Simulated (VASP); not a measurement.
# LuSc2N3 (P6/mmm) in VASP: a series of runs

The runs below take LuSc2N3 through relaxation of cell and atoms, single point, with PBE.

Everything below comes from runs of VASP 6.6.1. Logs are shortened: lines on timing, memory, paths and dates and some standing lists are left out, and cuts for length are marked.

## (1) The cell of the first run

The structure is hexagonal, space group P6/mmm (No. 191). The conventional cell has a = 5.561 Å, b = 5.561 Å, c = 4.072 Å, α = 90.00°, β = 90.00°, γ = 120.00°. Within 2.7 Å of Lu (site symmetry 6/mmm) lie 2 N at 2.04 Å. Within 2.7 Å of Sc (site symmetry -6m2) lie 2 N at 2.04 Å. Within 2.7 Å of N (site symmetry -6m2) lie 2 Sc at 2.04 Å. Within 2.7 Å of N (site symmetry 6/mmm) lie 2 Lu at 2.04 Å.

The cell was generated, and may not be a known phase.

## (2) Relaxation of cell and atoms, PBE

Input file INCAR:

```
SYSTEM = LuSc2N3
PREC = Accurate
ENCUT = 600
EDIFF = 1E-6
ISMEAR = 0
SIGMA = 0.1
LREAL = .FALSE.
LASPH = .TRUE.
NELM = 100
ALGO = Normal
ISIF = 3
LWAVE = .FALSE.
LCHARG = .FALSE.
GGA = PE
IBRION = 2
NSW = 90
EDIFFG = -0.04
```

Input file KPOINTS:

```
regular mesh
0
G
  6 6 4
  0 0 0
```

Input file POSCAR:

```
LuSc2N3
1.0
    5.5612848400      0.0000000000      0.0000000000
   -2.7806424200      4.8162139500      0.0000000000
    0.0000000000      0.0000000000      4.0722807600
Lu Sc N
1 2 3
Direct
    0.0000000000      0.0000000000      0.5000000000
    0.3333333300      0.6666666700      0.5000000000
    0.6666666700      0.3333333300      0.5000000000
    0.3333333300      0.6666666700      0.0000000000
    0.6666666700      0.3333333300      0.0000000000
    0.0000000000      0.0000000000      0.0000000000
```

Potentials or basis: VASP PAW PBE potentials, release 64 (Lu, Sc_sv, N).

Command:

```bash
cat potpaw_PBE.64/Lu/POTCAR potpaw_PBE.64/Sc_sv/POTCAR potpaw_PBE.64/N/POTCAR > POTCAR
mpirun -np 1 vasp_std > vasp.out
```

OUTCAR:

```text
SYSTEM = LuSc2N3
   PREC = Accurate
   ENCUT = 600
   EDIFF = 1E-6
   ISMEAR = 0
   LREAL = .FALSE.
   LASPH = .TRUE.
   NELM = 100
   ISIF = 3
   GGA = PE
   IBRION = 2
   NSW = 90
   EDIFFG = -0.04

 ion  position               nearest neighbor table
   1  0.000  0.000  0.500-   6 2.04   6 2.04   2 3.21   3 3.21   3 3.21   2 3.21   3 3.21   2 3.21

   2  0.333  0.667  0.500-   4 2.04   4 2.04   1 3.21   3 3.21   3 3.21   1 3.21   1 3.21   3 3.21

   3  0.667  0.333  0.500-   5 2.04   5 2.04   2 3.21   1 3.21   2 3.21   1 3.21   1 3.21   2 3.21

   4  0.333  0.667  0.000-   2 2.04   2 2.04
   5  0.667  0.333  0.000-   3 2.04   3 2.04
   6  0.000  0.000  0.000-   1 2.04   1 2.04

  LATTYP: Found a hexagonal cell.
 ALAT       =     5.5612848400
 C/A-ratio  =     0.7322553829

  Lattice vectors:

 A1 = (   5.5612848400,   0.0000000000,   0.0000000000)
 A2 = (  -2.7806424200,   4.8162139500,   0.0000000000)
 A3 = (   0.0000000000,   0.0000000000,   4.0722807600)

Analysis of symmetry for initial positions (statically):
=====================================================================
 Subroutine PRICEL returns:
 Original cell was already a primitive cell.

 Routine SETGRP: Setting up the symmetry group for a
 hexagonal supercell.

 Subroutine GETGRP returns: Found 24 space group operations
 (whereof 24 operations were pure point group operations)
 out of a pool of 24 trial point group operations.

The static configuration has the point symmetry D_6h.

Analysis of symmetry for dynamics (positions and initial velocities):
=====================================================================
 Subroutine PRICEL returns:
 Original cell was already a primitive cell.

 Routine SETGRP: Setting up the symmetry group for a
 hexagonal supercell.

 Subroutine GETGRP returns: Found 24 space group operations
 (whereof 24 operations were pure point group operations)
 out of a pool of 24 trial point group operations.

The dynamic configuration has the point symmetry D_6h.

 Subroutine INISYM returns: Found 24 space group operations
 (whereof 24 operations are pure point group operations),
 and found     1 'primitive' translations

----------------------------------------------------------------------------------------

                                     Primitive cell

  volume of cell :     109.0733

  direct lattice vectors                    reciprocal lattice vectors
     5.561284840  0.000000000  0.000000000     0.179814562  0.103815986  0.000000000
    -2.780642420  4.816213950  0.000000000     0.000000000  0.207631972  0.000000000
     0.000000000  0.000000000  4.072280760     0.000000000  0.000000000  0.245562637

  length of vectors
     5.561284840  5.561284841  4.072280760     0.207631972  0.207631972  0.245562637

  position of ions in fractional coordinates (direct lattice)
     0.000000000  0.000000000  0.500000000
     0.333333330  0.666666670  0.500000000
     0.666666670  0.333333330  0.500000000
     0.333333330  0.666666670  0.000000000
     0.666666670  0.333333330  0.000000000
     0.000000000  0.000000000  0.000000000

  ion indices of the primitive-cell ions
   primitive index   ion index
                 1           1
                 2           2
                 3           3
                 4           4
                 5           5
                 6           6

----------------------------------------------------------------------------------------

 KPOINTS: regular mesh

Automatic generation of k-mesh.
 Grid dimensions read from file:
 generate k-points for:    6    6    4

 Generating k-lattice:

  Cartesian coordinates                     Fractional coordinates (reciprocal lattice)
     0.029969094  0.017302664  0.000000000     0.166666667  0.000000000  0.000000000
     0.000000000  0.034605329  0.000000000     0.000000000  0.166666667  0.000000000
     0.000000000  0.000000000  0.061390659     0.000000000  0.000000000  0.250000000

  Length of vectors
     0.034605329  0.034605329  0.061390659

  Shift w.r.t. Gamma in fractional coordinates (k-lattice)
     0.000000000  0.000000000  0.000000000

 Subroutine IBZKPT returns following result:
 ===========================================

 Found     21 irreducible k-points:

 Following reciprocal coordinates:
            Coordinates               Weight
  0.000000  0.000000  0.000000      1.000000
  0.166667  0.000000  0.000000      6.000000
  0.333333  0.000000  0.000000      6.000000
  0.500000  0.000000  0.000000      3.000000
  0.166667  0.166667  0.000000      6.000000
  0.333333  0.166667  0.000000     12.000000
[... 13 lines left out ...]
  0.333333  0.166667  0.500000     12.000000
  0.333333  0.333333  0.500000      2.000000
   k-points           NKPTS =     21   k-points in BZ     NKDIM =     21   number of bands    NBANDS=     37
   number of dos      NEDOS =    301   number of ions     NIONS =      6
   total plane-waves  NPLWV =  82944
   dimension x,y,z NGX =    48 NGY =   48 NGZ =   36
   dimension x,y,z NGXF=    96 NGYF=   96 NGZF=   72
   ions per type =               1   2   3
   NGX,Y,Z   is equivalent  to a cutoff of  14.35, 14.35, 14.70 a.u.
   NGXF,Y,Z  is equivalent  to a cutoff of  28.70, 28.70, 29.39 a.u.
 SYSTEM =  LuSc2N3
   PREC   = accura    normal or accurate (medium, high low for compatibility)
   ISTART =      0    job   : 0-new  1-cont  2-samecut
   ICHARG =      2    charge: 1-file 2-atom 10-const
   ISPIN  =      1    spin polarized calculation?
   LNONCOLLINEAR =      F non collinear calculations
   LSORBIT =      F    spin-orbit coupling
   LASPH  =      T    aspherical Exc in radial PAW
   ENCUT  =  600.0 eV  44.10 Ry    6.64 a.u.  11.11 11.11  8.13*2*pi/ulx,y,z
   NELM   =    100;   NELMIN=  2; NELMDL= -5     # of ELM steps
   EDIFF  = 0.1E-05   stopping-criterion for ELM
   LREAL  =      F    real-space projection
   EDIFFG = -.4E-01   stopping-criterion for IOM
   NSW    =     90    number of steps for IOM
   IBRION =      2    ionic relax: 0-MD 1-quasi-New 2-CG
   NFREE  =      1    steps in history (QN), initial steepest desc. (CG)
   ISIF   =      3    stress and relaxation
   ISYM   =      2    0-nonsym 1-usesym 2-fastsym
   POTIM  = 0.5000    time-step for ionic-motion
   TEBEG  =    0.0;   TEEND  =   0.0 temperature during run
   PSTRESS=    0.0 pullay stress
   NELECT =      62.0000    total number of electrons
   NUPDOWN=      -1.0000    fix difference up-down
   EMIN   =  10.00;   EMAX   =-10.00  energy-range for DOS
   EFERMI =   0.00;   METHOD = LEGACY
   ISMEAR =     0;   SIGMA  =   0.10  broadening in eV -4-tet -1-fermi 0-gaus
   EFERMI_NEDOS =   21; number of points for ismear=-14 and -15
   IALGO  =     38    algorithm
   IMIX   =      4    mixing-type and parameters
     AMIX     =   0.40;   BMIX     =  1.00
     AMIX_MAG =   1.60;   BMIX_MAG =  1.00
  volume/ion in A,a.u.               =      18.18       122.68
  Fermi-wavevector in a.u.,A,eV,Ry     =   1.356123  2.562701 25.022073  1.839070
  Thomas-Fermi vector in A             =   2.483153
   LORBIT       =      0    0 simple, 1 ext, 2 COOP (PROOUT), +10 PAW based schemes
   GGA     = PE    functional components
   LHFCALC =     F    Hartree Fock is set to
   AEXX    =    0.0000 exact exchange contribution
   IVDW    =     0    specifies the selected vdW correction
   LEPSILON=     F    determine dielectric tensor
   LRPA    =     F    only Hartree local field effects (RPA)
 conjugate gradient relaxation of ions
 non-spin polarized calculation
 Gauss-broadening in eV      SIGMA  =   0.10
  energy-cutoff  :      600.00
  volume of cell :      109.07
 maximum number of plane-waves:      3658
 NGX is ok and might be reduce to    48
   NGX = 23   NGY = 23   NGZ = 17

--------------------------------------- Ionic step        1  -------------------------------------------

 number of electron      62.0000005 magnetization

 Free energy of the ion-electron system (eV)
  ---------------------------------------------------
  ext. energy  EPLUGINS =         0.00000000
  ---------------------------------------------------
  free energy    TOTEN  =       -36.47857501 eV

  energy without entropy =      -36.43016611  energy(sigma->0) =      -36.45437056

------------------------ aborting loop because EDIFF is reached ----------------------------------------

  FORCE on cell =-STRESS in cart. coord.  units (eV):
  Direction    XX          YY          ZZ          XY          YZ          ZX
  --------------------------------------------------------------------------------------
  -------------------------------------------------------------------------------------
  Total        6.6383227      6.6383227     -3.0672035      0.0000000     -0.0000000      0.0000000
  in kB       97.5102612     97.5102613    -45.0541239      0.0000000     -0.0000000      0.0000000
  external PRESSURE =      49.9887995 kB  Pullay stress =       0.0000000 kB
[... 101 lines left out ...]
  FREE ENERGIE OF THE ION-ELECTRON SYSTEM (eV)
  ---------------------------------------------------
  free  energy   TOTEN  =       -37.2532939970 eV

  energy  without entropy=      -37.2422282707  energy(sigma->0) =      -37.24776113

[... ionic steps 4 to 9 ...]

--------------------------------------- Ionic step       10  -------------------------------------------

 number of electron      61.9999989 magnetization

------------------------ aborting loop because EDIFF is reached ----------------------------------------

  FORCE on cell =-STRESS in cart. coord.  units (eV):
  Direction    XX          YY          ZZ          XY          YZ          ZX
  --------------------------------------------------------------------------------------
  -------------------------------------------------------------------------------------
  Total       -0.1146073     -0.1146073     -0.6268327     -0.0000000     -0.0000000      0.0000000
  in kB       -1.1492550     -1.1492550     -6.2857299     -0.0000000     -0.0000000      0.0000000
  external PRESSURE =      -2.8614133 kB  Pullay stress =       0.0000000 kB
[... 65 lines left out ...]
  energy  without entropy=      -38.1923501515  energy(sigma->0) =      -38.20801885

--------------------------------------- Ionic step       12  -------------------------------------------

 number of electron      61.9999984 magnetization

 Free energy of the ion-electron system (eV)
  ---------------------------------------------------
  ext. energy  EPLUGINS =         0.00000000
  ---------------------------------------------------
  free energy    TOTEN  =       -38.22447479 eV

  energy without entropy =      -38.19410679  energy(sigma->0) =      -38.20929079

 E-fermi :   0.3409     XC(G=0):  -8.1122

 val. band max:        0.3367198255   @ k =   0.0000   0.0000   0.0000
 cond. band min:       0.3446939084   @ k =   0.1667   0.0000   0.0000
 fundamental gap:      0.0079740829
 Fermi energy:         0.3408737969

 k-point     1 :       0.0000    0.0000    0.0000
  band No.  band energies     occupation
      1     -55.1449      2.00000
      2     -49.0912      2.00000
      3     -49.0891      2.00000
      4     -27.9558      2.00000
      5     -27.9558      2.00000
      6     -27.9383      2.00000
[... 862 lines left out ...]
  FREE ENERGIE OF THE ION-ELECTRON SYSTEM (eV)
  ---------------------------------------------------
  free  energy   TOTEN  =       -38.2244747905 eV

  energy  without entropy=      -38.1941067859  energy(sigma->0) =      -38.20929079

 reached required accuracy - stopping structural energy minimisation
```

Run time: 16 min. Hardware: 1 thread of AMD EPYC 9R45 (Zen 5), shared host; peak memory 0.33 GiB.

What came out:

- Free energy: -38.2245 eV
- Relaxed volume: 26.42 Å³/atom
- Relaxed cell: a = 6.844 Å, b = 6.844 Å, c = 3.908 Å, α = 90.00°, β = 90.00°, γ = 120.00°
- Space group after relaxing (to 0.1 Å): P6/mmm (No. 191)
- Energy gained by relaxing: 291.0 meV/atom
- Ionic steps: 12
- Pressure after relaxing: 0.0 GPa
- Band gap on the k mesh: zero (bands 31 and 32 overlap by 1.40 eV)

Stress tensor (GPa, compression positive):
```
0.00 0.00 0.00
0.00 0.00 0.00
0.00 0.00 0.10
```

Step by step:
```tsv
step	energy change (eV)	largest force (eV/Å)	pressure (GPa)	volume (Å³)
1	0.0000	0.0000	5.00	109.07
2	-0.7502	0.0000	4.82	118.04
3	-0.7747	0.0000	12.67	144.77
4	-1.3307	0.0000	7.40	131.67
5	-1.6457	0.0000	2.54	143.55
6	-1.7131	0.0000	-0.89	154.70
7	-1.7149	0.0000	-0.57	153.28
8	-1.7387	0.0000	-0.41	156.71
9	-1.7448	0.0000	-0.30	158.99
10	-1.7451	0.0000	-0.29	159.77
11	-1.7451	0.0000	-0.31	159.64
12	-1.7459	0.0000	0.04	158.54
```

Final structure:
```cif
data_structure
_symmetry_space_group_name_H-M 'P 1'
_symmetry_Int_Tables_number 1
_cell_length_a 6.8440
_cell_length_b 6.8440
_cell_length_c 3.9084
_cell_angle_alpha 90.000
_cell_angle_beta 90.000
_cell_angle_gamma 120.000
_cell_volume 158.54
loop_
_atom_site_label
_atom_site_type_symbol
_atom_site_fract_x
_atom_site_fract_y
_atom_site_fract_z
_atom_site_occupancy
Lu1 Lu 0.00000 0.00000 0.50000 1
Sc1 Sc 0.33333 0.66667 0.50000 1
Sc2 Sc 0.66667 0.33333 0.50000 1
N1 N 0.33333 0.66667 0.00000 1
N2 N 0.66667 0.33333 0.00000 1
N3 N 0.00000 0.00000 0.00000 1
```

Levels at points of the mesh, in eV from the Fermi level:
| k point | band 29 | band 30 | band 31 | band 32 | band 33 | band 34 | band 35 | band 36 |
| --- | --- | --- | --- | --- | --- | --- | --- | --- |
| (0.00, 0.00, 0.00) | 0.03 | 0.03 | 0.15 | 1.65 | 1.65 | 1.67 | 1.67 | 1.69 |
| (0.50, 0.00, 0.00) | 0.04 | 0.10 | 0.24 | 0.66 | 0.75 | 1.32 | 1.64 | 1.66 |
| (0.00, 0.00, 0.50) | -2.16 | -1.39 | -1.39 | -1.08 | 1.37 | 1.37 | 1.50 | 1.50 |
| (0.50, 0.00, 0.50) | -1.63 | -1.62 | -1.59 | -0.06 | 0.19 | 0.68 | 1.37 | 1.72 |

Caveat: the k points lie up to 0.40 Å⁻¹ apart in the final cell, too coarse for converged energies and pressures of a metal; the volume moved by over 15 % at a fixed basis, so the end points are rough; spin-orbit coupling is left out, which moves the levels of the heavy elements.

## (3) Single point, PBE

This run uses another cell than the first one, of 30.12 Å³/atom.

Input file INCAR:

```
SYSTEM = LuSc2N3
PREC = Accurate ; ENCUT = 520
EDIFF = 1E-7 ; ISMEAR = 0
SIGMA = 0.1 ; LREAL = .FALSE.
LASPH = .TRUE. ; NELM = 60
ALGO = Normal ; ISIF = 2
LWAVE = .FALSE. ; LCHARG = .FALSE.
GGA = PE ; NBANDS = 40
```

Input file KPOINTS:

```
regular mesh
0
G
  6 6 10
  0 0 0
```

Input file POSCAR:

```
LuSc2N3
1.0
    7.3100229173      0.0000000000      0.0000000000
   -3.6550114586      6.3306655486      0.0000000000
    0.0000000000      0.0000000000      3.9049052841
Lu Sc N
1 2 3
Direct
    0.0000000000      0.0000000000      0.5000000000
    0.3333333333      0.6666666667      0.5000000000
    0.6666666667      0.3333333333      0.5000000000
    0.3333333333      0.6666666667      0.0000000000
    0.6666666667      0.3333333333      0.0000000000
    0.0000000000      0.0000000000      0.0000000000
```

Potentials or basis: VASP PAW PBE potentials, release 64 (Lu, Sc_sv, N).

Command:

```bash
cat potpaw_PBE.64/Lu/POTCAR potpaw_PBE.64/Sc_sv/POTCAR potpaw_PBE.64/N/POTCAR > POTCAR
mpirun -np 1 vasp_std > vasp.out
```

Wall time 4.8 min (1 thread of AMD EPYC 9R45 (Zen 5), shared host); peak memory 0.44 GiB.

The run converged. Its results:

```
Free energy            : -38.1938 eV
Pressure               : 0.3 GPa
Band gap on the k mesh : zero (bands 31 and 32 overlap by 1.44 eV)
```

Stress tensor (GPa, compression positive):
```
-0.07  0.00  0.00
 0.00 -0.07  0.00
 0.00  0.00  1.12
```

Levels at points of the mesh, in eV from the Fermi level:
```
           k point  band 28  band 29  band 30  band 31  band 32  band 33  band 34  band 35
(0.00, 0.00, 0.00)    -0.11    -0.11     0.33     0.43     1.45     1.66     1.66     1.67
(0.50, 0.00, 0.00)    -0.34     0.36     0.39     0.39     0.65     0.70     1.39     1.44
(0.00, 0.00, 0.50)    -1.96    -1.96    -1.48    -1.48    -0.71     1.51     1.51     1.64
(0.50, 0.00, 0.50)    -1.90    -1.75    -1.62    -1.54     0.13     0.45     0.94     1.51
```

Caveat: spin-orbit coupling is left out, which moves the levels of the heavy elements.

[end of part 1 of 2]

The gap in the log of VASP goes by the Fermi energy; the results here count the filled bands.